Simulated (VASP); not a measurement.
# Si in VASP: notebook

The runs below take Si through single point, with LDA.

All numbers are computed with VASP 6.6.1; they aren't measurements. Logs are shortened: lines on timing, memory, paths and dates and some standing lists are left out, and cuts for length are marked.

### 1 The cell of the first run

The cell holds a slab with vacuum, 5 atoms: a = 3.820 Å, b = 3.820 Å, c = 21.065 Å, α = 90.00°, β = 90.00°, γ = 90.00°.

### 2 Single point, LDA, collinear spin

The input, INCAR:

```
SYSTEM = Si
PREC = Accurate
ENCUT = 520
EDIFF = 1E-6
ISMEAR = 0
SIGMA = 0.05
LREAL = .FALSE.
LASPH = .TRUE.
NELM = 150
ALGO = Normal
ISIF = 2
LWAVE = .FALSE.
LCHARG = .FALSE.
ISPIN = 2
MAGMOM = 0 0 0 0 2
LORBIT = 11
LDIPOL = .TRUE.
IDIPOL = 3
DIPOL = 0.5 0.5 0.337
GGA = CA
NBANDS = 22
```

The input, KPOINTS:

```
regular mesh
0
G
  7 7 1
  0 0 0
```

The input, POSCAR:

```
Si
1.0
    3.8195065206      0.0000000000      0.0000000000
    0.0000000000      3.8195065206      0.0000000000
    0.0000000000      0.0000000000     21.0645252450
Si
5
Direct
    0.0000000000      0.5000000000      0.1898927203
    0.0000000000      0.0000000000      0.2540004780
    0.5000000000      0.0000000000      0.3202822601
    0.5000000000      0.5000000000      0.3828486591
    0.8750000000      0.8750000000      0.5380859579
```

Potentials or basis: VASP PAW LDA potentials, release 64 (Si).

Launch:

```bash
$ cat potpaw_LDA.64/Si/POTCAR > POTCAR
$ mpirun -np 1 vasp_std > vasp.out
```

OUTCAR:

```text
SYSTEM = Si
   PREC = Accurate
   ENCUT = 520
   EDIFF = 1E-6
   ISMEAR = 0
   LREAL = .FALSE.
   LASPH = .TRUE.
   NELM = 150
   ISIF = 2
   ISPIN = 2
   LORBIT = 11
   GGA = CA

 ion  position               nearest neighbor table
   1  0.000  0.500  0.190-   2 2.34   2 2.34
   2  0.000  0.000  0.254-   1 2.34   1 2.34   3 2.37   3 2.37
   3  0.500  0.000  0.320-   4 2.32   4 2.32   2 2.37   2 2.37
   4  0.500  0.500  0.383-   3 2.32   3 2.32
   5  0.875  0.875  0.538-

  LATTYP: Found a simple tetragonal cell.
 ALAT       =     3.8195065206
 C/A-ratio  =     5.5149860673

  Lattice vectors:

 A1 = (   3.8195065206,   0.0000000000,   0.0000000000)
 A2 = (   0.0000000000,   3.8195065206,   0.0000000000)
 A3 = (   0.0000000000,   0.0000000000,  21.0645252450)

Analysis of symmetry for initial positions (statically):
=====================================================================
 Subroutine PRICEL returns:
 Original cell was already a primitive cell.

 Routine SETGRP: Setting up the symmetry group for a
 simple tetragonal supercell.

 Subroutine GETGRP returns: Found  1 space group operations
 (whereof  1 operations were pure point group operations)
 out of a pool of 16 trial point group operations.

The static configuration has the point symmetry C_1 .

Analysis of symmetry for dynamics (positions and initial velocities):
=====================================================================
 Subroutine PRICEL returns:
 Original cell was already a primitive cell.

 Routine SETGRP: Setting up the symmetry group for a
 simple tetragonal supercell.

 Subroutine GETGRP returns: Found  1 space group operations
 (whereof  1 operations were pure point group operations)
 out of a pool of 16 trial point group operations.

The dynamic configuration has the point symmetry C_1 .

Analysis of structural, dynamic, and magnetic symmetry:
=====================================================================
 Subroutine PRICEL returns:
 Original cell was already a primitive cell.

 Routine SETGRP: Setting up the symmetry group for a
 simple tetragonal supercell.

 Subroutine GETGRP returns: Found  1 space group operations
 (whereof  1 operations were pure point group operations)
 out of a pool of 16 trial point group operations.

The overall configuration has the point symmetry C_1 .

 Subroutine INISYM returns: Found  1 space group operations
 (whereof  1 operations are pure point group operations),
 and found     1 'primitive' translations

----------------------------------------------------------------------------------------

                                     Primitive cell

  volume of cell :     307.3026

  direct lattice vectors                    reciprocal lattice vectors
     3.819506521  0.000000000  0.000000000     0.261813927  0.000000000  0.000000000
     0.000000000  3.819506521  0.000000000     0.000000000  0.261813927  0.000000000
     0.000000000  0.000000000 21.064525245     0.000000000  0.000000000  0.047473180

  length of vectors
     3.819506521  3.819506521 21.064525245     0.261813927  0.261813927  0.047473180

  position of ions in fractional coordinates (direct lattice)
     0.000000000  0.500000000  0.189892720
     0.000000000  0.000000000  0.254000478
     0.500000000  0.000000000  0.320282260
     0.500000000  0.500000000  0.382848659
     0.875000000  0.875000000  0.538085958

  ion indices of the primitive-cell ions
   primitive index   ion index
                 1           1
                 2           2
                 3           3
                 4           4
                 5           5

----------------------------------------------------------------------------------------

 KPOINTS: regular mesh

Automatic generation of k-mesh.
 Grid dimensions read from file:
 generate k-points for:    7    7    1

 Generating k-lattice:

  Cartesian coordinates                     Fractional coordinates (reciprocal lattice)
     0.037401990  0.000000000  0.000000000     0.142857143  0.000000000  0.000000000
     0.000000000  0.037401990  0.000000000     0.000000000  0.142857143  0.000000000
     0.000000000  0.000000000  0.047473180     0.000000000  0.000000000  1.000000000

  Length of vectors
     0.037401990  0.037401990  0.047473180

  Shift w.r.t. Gamma in fractional coordinates (k-lattice)
     0.000000000  0.000000000  0.000000000
[... 34 lines left out ...]
   total plane-waves  NPLWV = 125440
   dimension x,y,z NGX =    28 NGY =   28 NGZ =  160
   dimension x,y,z NGXF=    56 NGYF=   56 NGZF=  320
   ions per type =               5
   NGX,Y,Z   is equivalent  to a cutoff of  12.19, 12.19, 12.63 a.u.
   NGXF,Y,Z  is equivalent  to a cutoff of  24.37, 24.37, 25.26 a.u.
 SYSTEM =  Si
   PREC   = accura    normal or accurate (medium, high low for compatibility)
   ISTART =      0    job   : 0-new  1-cont  2-samecut
   ICHARG =      2    charge: 1-file 2-atom 10-const
   ISPIN  =      2    spin polarized calculation?
   LNONCOLLINEAR =      F non collinear calculations
   LSORBIT =      F    spin-orbit coupling
   LASPH  =      T    aspherical Exc in radial PAW
   ENCUT  =  520.0 eV  38.22 Ry    6.18 a.u.   7.10  7.10 39.17*2*pi/ulx,y,z
   NELM   =    150;   NELMIN=  2; NELMDL= -5     # of ELM steps
   EDIFF  = 0.1E-05   stopping-criterion for ELM
   LREAL  =      F    real-space projection
   EDIFFG = 0.1E-04   stopping-criterion for IOM
   NSW    =      0    number of steps for IOM
   IBRION =     -1    ionic relax: 0-MD 1-quasi-New 2-CG
   NFREE  =      0    steps in history (QN), initial steepest desc. (CG)
   ISIF   =      2    stress and relaxation
   ISYM   =      2    0-nonsym 1-usesym 2-fastsym
   POTIM  = 0.5000    time-step for ionic-motion
   TEBEG  =    0.0;   TEEND  =   0.0 temperature during run
   PSTRESS=    0.0 pullay stress
   NELECT =      20.0000    total number of electrons
   NUPDOWN=      -1.0000    fix difference up-down
   EMIN   =  10.00;   EMAX   =-10.00  energy-range for DOS
   EFERMI =   0.00;   METHOD = LEGACY
   ISMEAR =     0;   SIGMA  =   0.05  broadening in eV -4-tet -1-fermi 0-gaus
   EFERMI_NEDOS =   21; number of points for ismear=-14 and -15
   IALGO  =     38    algorithm
   IMIX   =      4    mixing-type and parameters
     AMIX     =   0.40;   BMIX     =  1.00
     AMIX_MAG =   1.60;   BMIX_MAG =  1.00
  volume/ion in A,a.u.               =      61.46       414.76
  Fermi-wavevector in a.u.,A,eV,Ry     =   0.658511  1.244405  5.899979  0.433636
  Thomas-Fermi vector in A             =   1.730355
   LORBIT       =     11    0 simple, 1 ext, 2 COOP (PROOUT), +10 PAW based schemes
   GGA     = CA    functional components
   LHFCALC =     F    Hartree Fock is set to
   AEXX    =    0.0000 exact exchange contribution
   IVDW    =     0    specifies the selected vdW correction
   LEPSILON=     F    determine dielectric tensor
   LRPA    =     F    only Hartree local field effects (RPA)
 spin polarized calculation
 Gauss-broadening in eV      SIGMA  =   0.05
  energy-cutoff  :      520.00
  volume of cell :      307.30
 maximum number of plane-waves:      8299
   NGX = 15   NGY = 15   NGZ = 79

 number of electron      20.0000000 magnetization       0.0642851

 dipolmoment           0.000000      0.000000     -0.085248 electrons x Angstroem

 Free energy of the ion-electron system (eV)
  ---------------------------------------------------
  ext. energy  EPLUGINS =         0.00000000
  ---------------------------------------------------
  free energy    TOTEN  =       -22.44327791 eV

  energy without entropy =      -22.43777539  energy(sigma->0) =      -22.44052665

 E-fermi :  -1.5136     XC(G=0):  -4.5187

 val. band max:       -1.5326828143   @ k =  -0.1429   0.2857   0.0000
 cond. band min:      -1.4911326182   @ k =   0.1429   0.2857   0.0000
 fundamental gap:      0.0415501961
 Fermi energy:        -1.5136324183

 spin component 1

 k-point     1 :       0.0000    0.0000    0.0000
  band No.  band energies     occupation
      1     -12.4722      1.00000
      2     -10.2996      1.00000
      3      -8.6396      1.00000
      4      -6.9307      1.00000
      5      -3.4958      1.00000
      6      -3.3670      1.00000
[... 589 lines left out ...]
     21       4.7651      0.00000
     22       5.3208      0.00000

 [... further k-points ...]

 spin component 2

 k-point     1 :       0.0000    0.0000    0.0000
  band No.  band energies     occupation
      1     -12.4713      1.00000
      2     -10.2981      1.00000
      3      -8.6013      1.00000
      4      -6.9283      1.00000
      5      -3.4949      1.00000
      6      -3.3608      1.00000
[... 589 lines left out ...]
     21       4.7756      0.00000
     22       5.3388      0.00000

 [... further k-points ...]

------------------------ aborting loop because EDIFF is reached ----------------------------------------

 vacuum level on the upper side and lower side of the slab       (xc-potential included)        -0.522         0.509

  FORCE on cell =-STRESS in cart. coord.  units (eV):
  Direction    XX          YY          ZZ          XY          YZ          ZX
  --------------------------------------------------------------------------------------
  -------------------------------------------------------------------------------------
  Total       -7.0915068     -4.4898032     -2.9414756     -0.1351053     -0.7709779     -0.5391719
  in kB      -36.9728492    -23.4083982    -15.3359134     -0.7043958     -4.0196324     -2.8110697
  external PRESSURE =     -25.2390536 kB  Pullay stress =       0.0000000 kB

 VOLUME and BASIS-vectors are now :
 -----------------------------------------------------------------------------
  energy-cutoff  :      520.00
  volume of cell :      307.30
      direct lattice vectors                 reciprocal lattice vectors
     3.819506521  0.000000000  0.000000000     0.261813927  0.000000000  0.000000000
     0.000000000  3.819506521  0.000000000     0.000000000  0.261813927  0.000000000
     0.000000000  0.000000000 21.064525245     0.000000000  0.000000000  0.047473180

 POSITION                                       TOTAL-FORCE (eV/Angst)
 -----------------------------------------------------------------------------------
      0.00000      1.90975      4.00000         0.045477      0.000646      0.124447
      0.00000      0.00000      5.35040        -0.016149      0.046146      0.044098
      1.90975      0.00000      6.74659        -0.002926     -0.069330     -0.033783
      1.90975      1.90975      8.06453         0.096555      0.247131      0.584683
      3.34207      3.34207     11.33453        -0.122957     -0.224593     -0.719445
 -----------------------------------------------------------------------------------
    total drift:                                0.000003      0.000004     -0.000033

  FREE ENERGIE OF THE ION-ELECTRON SYSTEM (eV)
  ---------------------------------------------------
  free  energy   TOTEN  =       -22.4432779110 eV

  energy  without entropy=      -22.4377753859  energy(sigma->0) =      -22.44052665

 vacuum level on the upper side and lower side of the slab         2.992         4.051

 total charge

# of ion       s       p       d       tot
------------------------------------------
    1        0.868   0.729   0.000   1.596
    2        0.782   0.911   0.000   1.693
    3        0.778   0.917   0.000   1.695
    4        0.852   0.740   0.000   1.592
    5        0.962   0.481   0.000   1.443
--------------------------------------------------
tot          4.241   3.777   0.000   8.018

 magnetization (x)

# of ion       s       p       d       tot
------------------------------------------
    1        0.000   0.001   0.000   0.001
    2        0.000   0.000   0.000   0.000
    3       -0.000   0.000   0.000   0.000
    4       -0.000   0.000   0.000   0.000
    5        0.001   0.016   0.000   0.017
--------------------------------------------------
tot          0.001   0.017   0.000   0.018
```

Run time: 8.2 min. Hardware: 1 thread of Intel Xeon Platinum 8375C at 2.90GHz (Ice Lake), shared host; peak memory 0.43 GiB.

What came out:

| Item | Value |
| --- | --- |
| Free energy | -22.4433 eV |
| Largest force | 0.764 eV/Å |
| Net moment | 0.06 μB per cell |
| Valence electrons inside the program's atomic spheres | Si 1.60, 1.69, 1.70, 1.59, 1.44 |

Forces in eV/Å, atoms in the order of the input:
```
Si   0.045  0.001  0.124
Si  -0.016  0.046  0.044
Si  -0.003 -0.069 -0.034
Si   0.097  0.247  0.585
Si  -0.123 -0.225 -0.719
```

Levels at points of the mesh, in eV from the Fermi level:
Spin up:
```tsv
k point	band 8	band 9	band 10	band 11	band 12	band 13
(0.00, 0.00, 0.00)	-0.56	-0.37	0.84	1.31	1.72	1.90
```
Spin down:
```
           k point  band 6  band 7  band 8  band 9  band 10  band 11  band 12  band 13  band 14  band 15
(0.00, 0.00, 0.00)   -1.85   -1.73   -0.56   -0.35     0.85     1.31     1.72     1.91     2.22     2.25
```

### 3 Single point, LDA, collinear spin

The input, INCAR:

```
ALGO = Normal
DIPOL = 0.5 0.5 0.322
EDIFF = 1E-6
ENCUT = 520
GGA = CA
IDIPOL = 3
ISIF = 2
ISMEAR = 0
ISPIN = 2
LASPH = True
LCHARG = True
LDIPOL = True
LELF = True
LORBIT = 11
LREAL = False
LVACPOTAV = True
LVHAR = True
LWAVE = False
MAGMOM = 0 0 0 0 2
NBANDS = 22
NELM = 150
PREC = Accurate
SIGMA = 0.05
```

The input, KPOINTS:

```
k-points
0
Gamma
  7 7 1
```

POSCAR: that of step 2 with these lines changed.

```diff
@@ -12,2 +12,2 @@
     0.5000000000      0.5000000000      0.3828486591
-    0.8750000000      0.8750000000      0.5380859579
+    0.6250000000      0.6250000000      0.4635530652
```

Potentials or basis: VASP PAW LDA potentials, release 64 (Si).

Launch:

```bash
$ cat potpaw_LDA.64/Si/POTCAR > POTCAR
$ mpirun -np 1 vasp_std > vasp.out
```

Wall time 7.2 min (1 thread of Intel Xeon Platinum 8375C at 2.90GHz (Ice Lake), shared host); peak memory 0.43 GiB.

Results (log left out):

```
Free energy                                           : -22.6494 eV
Largest force                                         : 11.026 eV/Å
Band gap on the k mesh                                : zero (filled and empty bands overlap)
Net moment                                            : 0.00 μB per cell
Valence electrons inside the program's atomic spheres : Si 1.60, 1.70, 1.68, 1.91, 1.75
```

Forces on the atoms (eV/Å):
```
Si    0.087  -0.078   0.071
Si   -0.103  -0.017   0.201
Si   -0.033   0.243  -0.365
Si   -3.012  -3.332 -10.010
Si    3.062   3.184  10.103
```

Levels at points of the mesh, in eV from the Fermi level:
Spin up:
| k point | band 7 | band 8 | band 9 | band 10 | band 11 | band 12 | band 13 | band 14 |
| --- | --- | --- | --- | --- | --- | --- | --- | --- |
| (0.00, 0.00, 0.00) | -1.61 | -0.83 | 0.04 | 0.37 | 1.10 | 1.69 | 2.13 | 2.23 |
Spin down:
| k point | band 8 | band 9 | band 10 | band 11 | band 12 | band 13 |
| --- | --- | --- | --- | --- | --- | --- |
| (0.00, 0.00, 0.00) | -0.83 | 0.04 | 0.37 | 1.10 | 1.69 | 2.13 |

### 4 Single point, LDA, collinear spin

The input, INCAR:

```
SYSTEM = Si
  PREC = Accurate
  ENCUT = 520
  EDIFF = 1E-7
  ISMEAR = 0
  SIGMA = 0.05
  LREAL = .False.
  LASPH = .True.
  NELM = 150
  ALGO = Normal
  ISIF = 2
  LWAVE = .False.
  LCHARG = .False.
  ISPIN = 2
  MAGMOM = 0 0 0 0 2
  LORBIT = 11
  LDIPOL = .True.
  IDIPOL = 3
  DIPOL = 0.5 0.5 0.316
  NBANDS = 22
```

The input, KPOINTS:

```
regular mesh
0
Gamma
  7 7 1
  0 0 0
```

POSCAR: that of step 3 with these lines changed.

```diff
@@ -12,2 +12,2 @@
     0.5000000000      0.5000000000      0.3828486591
-    0.6250000000      0.6250000000      0.4635530652
+    0.8750000000      0.8750000000      0.4322207664
```

Launch:

```bash
$ cat potpaw_LDA.64/Si/POTCAR > POTCAR
$ mpirun -np 1 vasp_std > vasp.out
```

Wall time 4 min (1 thread of Intel Xeon 6975P-C (Granite Rapids), shared host); peak memory 0.43 GiB.

Results (log left out):

```
Free energy                                           : -25.2161 eV
Largest force                                         : 1.279 eV/Å
Band gap on the k mesh                                : zero (filled and empty bands overlap)
Net moment                                            : 0.00 μB per cell
Valence electrons inside the program's atomic spheres : Si 1.60, 1.69, 1.67, 1.56
```

Forces in eV/Å, atoms in the order of the input:
```
Si  -0.070  0.084  0.140
Si   0.022 -0.032 -0.080
Si   0.093  0.318 -0.539
Si  -0.894 -0.392  0.827
Si   0.848  0.022 -0.348
```

Levels at points of the mesh, in eV from the Fermi level:
Spin up:
```csv
k point,band 7,band 8,band 9,band 10,band 11,band 12,band 13,band 14
"(0.00, 0.00, 0.00)",-1.39,-1.10,-0.43,-0.24,0.53,0.86,2.06,2.33
```
Spin down:
```tsv
k point	band 8	band 9	band 10	band 11	band 12	band 13
(0.00, 0.00, 0.00)	-1.10	-0.43	-0.24	0.53	0.86	2.06
```
